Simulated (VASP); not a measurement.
A run of VASP 6.6.1:

Contents of POSCAR:

```
SiC
1.0
   -3.0751950066      0.0000000000      0.0000000000
   -1.5375975033     -2.6631969973      0.0000000000
   -1.9221506389     -1.1097541888     10.0963337124
Si C
4 4
Direct
   -0.0442183023     -0.0442183023      0.9060514413
    0.1641316977      0.1641316977      0.4060514413
    0.6016400311      0.6016400311      0.1560514413
    0.3932900311      0.3932900311      0.6560514413
    0.2941849689      0.2941849689      0.0939485587
    0.0858349689      0.0858349689      0.5939485587
    0.5233433023      0.5233433023      0.3439485587
    0.3149933023      0.3149933023      0.8439485587
```

INCAR.step1

```
SYSTEM = SiC
ALGO = Normal ; EDIFF = 1E-4
ENCUT = 520 ; GGA = PE
ISMEAR = 0 ; LASPH = .True.
LCHARG = .False. ; LREAL = .False.
LWAVE = .True. ; NBANDS = 26
NELM = 100 ; PREC = Accurate
SIGMA = 0.05
```

File INCAR.step2:

```
SYSTEM = SiC
ALGO = Normal ; EDIFF = 1E-7
ENCUT = 520 ; ISIF = 2
ISMEAR = 0 ; ISTART = 1
LASPH = .True. ; LCHARG = .True.
LELF = .True. ; LMIXTAU = .True.
LREAL = .False. ; LVHAR = .True.
LWAVE = .False. ; METAGGA = R2SCAN
NBANDS = 26 ; NELM = 100
PREC = Accurate ; SIGMA = 0.05
```

File KPOINTS:

```
k-points
0
Gamma
  8 8 3
  0 0 0
```

Potentials or basis: VASP PAW PBE potentials, release 64 (Si, C).

The run is started by

```sh
$ cat potpaw_PBE.64/Si/POTCAR potpaw_PBE.64/C/POTCAR > POTCAR
$ cp INCAR.step1 INCAR
$ mpirun -np 1 vasp_std > vasp.out
$ cp INCAR.step2 INCAR
$ mpirun -np 1 vasp_std > vasp.out
```

Hardware: 1 thread of Intel(R) Xeon(R) 6975P-C (Granite Rapids), with other jobs on the host.

Task: How long does it take, and how much memory?

Result: Wall time 5.6 min on 1 thread of Intel(R) Xeon(R) 6975P-C (Granite Rapids), on a shared host, peak memory 0.26 GiB. Counts: k points 57.
